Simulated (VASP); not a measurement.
# O (P6_3/mmc) in VASP: notebook, part 2 of 2

VASP 6.6.1.

## (3) Single point, PBE

This run uses another cell than the first one, of 10.21 Å³/atom, 1.020 times its volume.

File INCAR:

```
PREC     = Accurate       # precision mode
ENCUT    = 520            # plane-wave cutoff, eV
EDIFF    = 1E-7           # SCF threshold, eV
ISMEAR   = -1             # smearing method
SIGMA    = 0.05           # smearing width, eV
LREAL    = F              # projectors in reciprocal space
LASPH    = T              # aspherical terms in the spheres
NELM     = 60             # most SCF steps
ALGO     = Normal         # electronic algorithm
ISIF     = 2              # what is computed and relaxed
LWAVE    = F              # write WAVECAR
LCHARG   = F              # write CHGCAR
GGA      = PE             # functional
NBANDS   = 20             # bands
```

File KPOINTS:

```
regular mesh
0
Gamma
  12 12 4
```

File POSCAR:

```
O
1.0
    2.4581945932      0.0000000000      0.0000000000
   -1.2290972966      2.1288589651      0.0000000000
    0.0000000000      0.0000000000      7.8073262400
O
4
Direct
    0.3333333333      0.6666666667      0.1718966900
    0.6666666667      0.3333333333      0.8281033100
    0.6666666667      0.3333333333      0.6718966900
    0.3333333333      0.6666666667      0.3281033100
```

Potentials or basis: VASP PAW PBE potentials, release 64 (O).

On the command line:

```sh
> cat potpaw_PBE.64/O/POTCAR > POTCAR
> mpirun -np 1 vasp_std > vasp.out
```

OUTCAR:

```text
PREC = Accurate
   ENCUT = 520
   EDIFF = 1E-7
   ISMEAR = -1
   LREAL = F
   LASPH = T
   NELM = 60
   ISIF = 2
   GGA = PE

 ion  position               nearest neighbor table
   1  0.333  0.667  0.172-   4 1.22
   2  0.667  0.333  0.828-   3 1.22
   3  0.667  0.333  0.672-   2 1.22
   4  0.333  0.667  0.328-   1 1.22

  LATTYP: Found a hexagonal cell.
 ALAT       =     2.4581945932
 C/A-ratio  =     3.1760407665

  Lattice vectors:

 A1 = (   2.4581945932,   0.0000000000,   0.0000000000)
 A2 = (  -1.2290972966,   2.1288589651,   0.0000000000)
 A3 = (   0.0000000000,   0.0000000000,   7.8073262400)

Analysis of symmetry for initial positions (statically):
=====================================================================
 Subroutine PRICEL returns:
 Original cell was already a primitive cell.

 Routine SETGRP: Setting up the symmetry group for a
 hexagonal supercell.

 Subroutine GETGRP returns: Found 24 space group operations
 (whereof 12 operations were pure point group operations)
 out of a pool of 24 trial point group operations.

[... 166 lines left out ...]

 E-fermi :   1.3179     XC(G=0):  -9.9713

 val. band max:        1.3085114987   @ k =   0.1667   0.0833   0.0000
 cond. band min:       1.3572669615   @ k =   0.4167   0.1667   0.5000
 fundamental gap:      0.0487554628
 Fermi energy:         1.3179161952

 k-point     1 :       0.0000    0.0000    0.0000
  band No.  band energies     occupation
      1     -26.4496      2.00000
      2     -26.4115      2.00000
      3     -14.4201      2.00000
      4     -13.8250      2.00000
      5      -7.7398      2.00000
      6      -6.4480      2.00000
[... 541 lines left out ...]
     19      16.6126      0.00000
     20      16.9637      0.00000

 [... further k-points ...]

------------------------ aborting loop because EDIFF is reached ----------------------------------------

  FORCE on cell =-STRESS in cart. coord.  units (eV):
  Direction    XX          YY          ZZ          XY          YZ          ZX
  --------------------------------------------------------------------------------------
  -------------------------------------------------------------------------------------
  Total        1.1866257      1.1866257      2.1656054     -0.0000000      0.0000000      0.0000000
  in kB       46.5327664     46.5327664     84.9228245     -0.0000000      0.0000000      0.0000000
  external PRESSURE =      59.3294524 kB  Pullay stress =       0.0000000 kB

 VOLUME and BASIS-vectors are now :
 -----------------------------------------------------------------------------
  energy-cutoff  :      520.00
  volume of cell :       40.86
      direct lattice vectors                 reciprocal lattice vectors
     2.458194593  0.000000000  0.000000000     0.406802620  0.234867602  0.000000000
    -1.229097297  2.128858965  0.000000000     0.000000000  0.469735204  0.000000000
     0.000000000  0.000000000  7.807326240     0.000000000  0.000000000  0.128084823

 POSITION                                       TOTAL-FORCE (eV/Angst)
 -----------------------------------------------------------------------------------
     -0.00000      1.41924      1.34205         0.000000     -0.000000     -0.615782
      1.22910      0.70962      6.46527        -0.000000      0.000000      0.615782
      1.22910      0.70962      5.24572        -0.000000     -0.000000     -0.615782
     -0.00000      1.41924      2.56161         0.000000      0.000000      0.615782
 -----------------------------------------------------------------------------------
    total drift:                               -0.000000      0.000000     -0.000000

  FREE ENERGIE OF THE ION-ELECTRON SYSTEM (eV)
  ---------------------------------------------------
  free  energy   TOTEN  =       -19.2285129420 eV

  energy  without entropy=      -19.2073402235  energy(sigma->0) =      -19.21792658
```

OSZICAR:

```text
N       E                     dE             d eps       ncg     rms          rms(c)
DAV:   1     0.125624354279E+03    0.12562E+03   -0.14166E+04  2288   0.116E+03
DAV:   2    -0.138325059476E+02   -0.13946E+03   -0.13558E+03  2804   0.271E+02
DAV:   3    -0.198072321489E+02   -0.59747E+01   -0.59185E+01  2948   0.547E+01
DAV:   4    -0.198390523143E+02   -0.31820E-01   -0.31814E-01  2616   0.439E+00
DAV:   5    -0.198392234824E+02   -0.17117E-03   -0.17117E-03  2696   0.298E-01    0.643E+00
DAV:   6    -0.193325087780E+02    0.50671E+00   -0.40341E-01  2548   0.577E+00    0.340E+00
DAV:   7    -0.192248716824E+02    0.10764E+00   -0.39767E-01  2680   0.553E+00    0.647E-01
DAV:   8    -0.192286873248E+02   -0.38156E-02   -0.46432E-02  2424   0.161E+00    0.949E-02
DAV:   9    -0.192284981782E+02    0.18915E-03   -0.68543E-04  2696   0.233E-01    0.447E-02
DAV:  10    -0.192285134404E+02   -0.15262E-04   -0.77738E-05  2632   0.741E-02    0.843E-03
DAV:  11    -0.192285143151E+02   -0.87469E-06   -0.82753E-06  2812   0.239E-02    0.628E-03
DAV:  12    -0.192285130058E+02    0.13094E-05   -0.14724E-06  2472   0.109E-02    0.181E-03
DAV:  13    -0.192285128627E+02    0.14304E-06   -0.30279E-07  2452   0.428E-03    0.252E-04
DAV:  14    -0.192285129420E+02   -0.79294E-07   -0.10939E-08  1176   0.778E-04
   1 F= -.19228513E+02 E0= -.19217927E+02  d E =-.211727E-01
```

Wall time 30 s (1 thread of AMD EPYC 9R45 (Zen 5), shared host); peak memory 0.12 GiB.

What came out:

- Free energy: -19.2285 eV
- Pressure: 5.9 GPa
- Largest force: 0.616 eV/Å
- Band gap on the k mesh: zero (band 12 reaches 2.75 eV, above the bottom of band 13 at 0.14 eV)

Forces on the atoms (eV/Å):
```
O    0.000  0.000 -0.616
O    0.000  0.000  0.616
O    0.000  0.000 -0.616
O    0.000  0.000  0.616
```

Stress tensor (GPa, compression positive):
```
4.65 0.00 0.00
0.00 4.65 0.00
0.00 0.00 8.49
```

Levels at points of the mesh, in eV from the Fermi level:
```tsv
k point	band 9	band 10	band 11	band 12	band 13	band 14	band 15	band 16
(0.00, 0.00, 0.00)	-4.89	-4.89	1.41	1.41	1.45	1.45	6.09	10.20
(0.50, 0.00, 0.00)	-5.86	-5.80	-2.42	-2.15	0.65	0.79	9.32	10.09
(0.00, 0.00, 0.50)	-4.90	-4.90	1.43	1.43	1.43	1.43	7.52	7.52
(0.50, 0.00, 0.50)	-5.83	-5.83	-2.26	-2.26	0.72	0.72	9.58	9.58
```

Caveat: the standard files for N, O and F lose accuracy on very short bonds; spin is off for a triplet molecule.

## (4) Single point, PBE

This run uses another cell than the first one, of 10.42 Å³/atom, 1.041 times its volume.

Edit INCAR of step 3 so:

```diff
@@ -2,3 +2,3 @@
 ENCUT    = 520            # plane-wave cutoff, eV
-EDIFF    = 1E-7           # SCF threshold, eV
+EDIFF    = 1E-6           # SCF threshold, eV
 ISMEAR   = -1             # smearing method
@@ -7,3 +7,3 @@
 LASPH    = T              # aspherical terms in the spheres
-NELM     = 60             # most SCF steps
+NELM     = 100            # most SCF steps
 ALGO     = Normal         # electronic algorithm
```

KPOINTS is that of step 3.

File POSCAR:

```
O
1.0
    2.4744745020      0.0000000000      0.0000000000
   -1.2372372510      2.1429577797      0.0000000000
    0.0000000000      0.0000000000      7.8590318941
O
4
Direct
    0.3333333333      0.6666666667      0.1718966900
    0.6666666667      0.3333333333      0.8281033100
    0.6666666667      0.3333333333      0.6718966900
    0.3333333333      0.6666666667      0.3281033100
```

Potentials or basis: VASP PAW PBE potentials, release 64 (O).

On the command line:

```sh
> cat potpaw_PBE.64/O/POTCAR > POTCAR
> mpirun -np 1 vasp_std > vasp.out
```

OUTCAR:

```text
PREC = Accurate
   ENCUT = 520
   EDIFF = 1E-6
   ISMEAR = -1
   LREAL = F
   LASPH = T
   NELM = 100
   ISIF = 2
   GGA = PE

 ion  position               nearest neighbor table
   1  0.333  0.667  0.172-   4 1.23
   2  0.667  0.333  0.828-   3 1.23
   3  0.667  0.333  0.672-   2 1.23
   4  0.333  0.667  0.328-   1 1.23

  LATTYP: Found a hexagonal cell.
 ALAT       =     2.4744745020
 C/A-ratio  =     3.1760407665

  Lattice vectors:

[... 197 lines left out ...]
      6      -6.5534      2.00000
[... 541 lines left out ...]
     19      16.3272      0.00000
     20      16.7032      0.00000

 [... further k-points ...]
[... 5 lines left out ...]
  --------------------------------------------------------------------------------------
  -------------------------------------------------------------------------------------
  Total        0.8967518      0.8967518      0.6680036     -0.0000000     -0.0000000      0.0000000
  in kB       34.4760242     34.4760241     25.6816996     -0.0000000     -0.0000000      0.0000000
  external PRESSURE =      31.5445826 kB  Pullay stress =       0.0000000 kB

 VOLUME and BASIS-vectors are now :
 -----------------------------------------------------------------------------
  energy-cutoff  :      520.00
  volume of cell :       41.67
      direct lattice vectors                 reciprocal lattice vectors
     2.474474502  0.000000000  0.000000000     0.404126209  0.233322376  0.000000000
    -1.237237251  2.142957780  0.000000000     0.000000000  0.466644751  0.000000000
     0.000000000  0.000000000  7.859031894     0.000000000  0.000000000  0.127242135

 POSITION                                       TOTAL-FORCE (eV/Angst)
 -----------------------------------------------------------------------------------
     -0.00000      1.42864      1.35094        -0.000000      0.000000     -0.026314
      1.23724      0.71432      6.50809         0.000000      0.000000      0.026314
      1.23724      0.71432      5.28046         0.000000      0.000000     -0.026314
     -0.00000      1.42864      2.57857         0.000000     -0.000000      0.026314
 -----------------------------------------------------------------------------------
    total drift:                               -0.000000      0.000000      0.000000

  FREE ENERGIE OF THE ION-ELECTRON SYSTEM (eV)
  ---------------------------------------------------
  free  energy   TOTEN  =       -19.2541345864 eV

  energy  without entropy=      -19.2327917474  energy(sigma->0) =      -19.24346317
```

stdout:

```text
POSCAR found type information on POSCAR O
 POSCAR found :  1 types and       4 ions
 scaLAPACK will be used
 LDA part: xc-table for (Slater+PW92), standard interpolation
 POSCAR, INCAR and KPOINTS ok, starting setup
 FFT: planning ... GRIDC
 FFT: planning ... GRID_SOFT
 FFT: planning ... GRID
 WAVECAR not read
 entering main loop
```

Wall time 26 s (1 thread of AMD EPYC 9R45 (Zen 5), shared host); peak memory 0.13 GiB.

Results:

```
Free energy            : -19.2541 eV
Pressure               : 3.2 GPa
Largest force          : 0.026 eV/Å
Band gap on the k mesh : zero (band 12 reaches 2.49 eV, above the bottom of band 13 at -0.03 eV)
```

Forces in eV/Å, atoms in the order of the input:
```
O    0.000  0.000 -0.026
O    0.000  0.000  0.026
O    0.000  0.000 -0.026
O    0.000  0.000  0.026
```

Caveat: the standard files for N, O and F lose accuracy on very short bonds; spin is off for a triplet molecule.

## (5) Summary

| cell | gap on the mesh (eV) | pressure (GPa) | largest force (eV/Å) |
| --- | --- | --- | --- |
| a = 2.442, b = 2.442, c = 7.755 Å, angles 90.0, 90.0, 120.0°, 4 atoms | none | 9.0 | 1.25 |
| a = 2.458, b = 2.458, c = 7.807 Å, angles 90.0, 90.0, 120.0°, 4 atoms | none | 5.9 | 0.62 |
| a = 2.474, b = 2.474, c = 7.859 Å, angles 90.0, 90.0, 120.0°, 4 atoms | none | 3.2 | 0.03 |

Alike in all rows: task single point; level PBE; potentials or basis VASP PAW PBE potentials, release 64 (O); no spin polarisation; k mesh 12 × 12 × 4; cutoff (eV) 520; smearing fermi-dirac 0.05 eV.

Caveats: the standard files for N, O and F lose accuracy on very short bonds; spin is off for a triplet molecule; forces of over 1 eV/Å act on the atoms, so gaps and moduli don't describe the material at rest (some runs).

Total energies depend on the potentials used, so only differences within one code and one set of settings carry meaning.
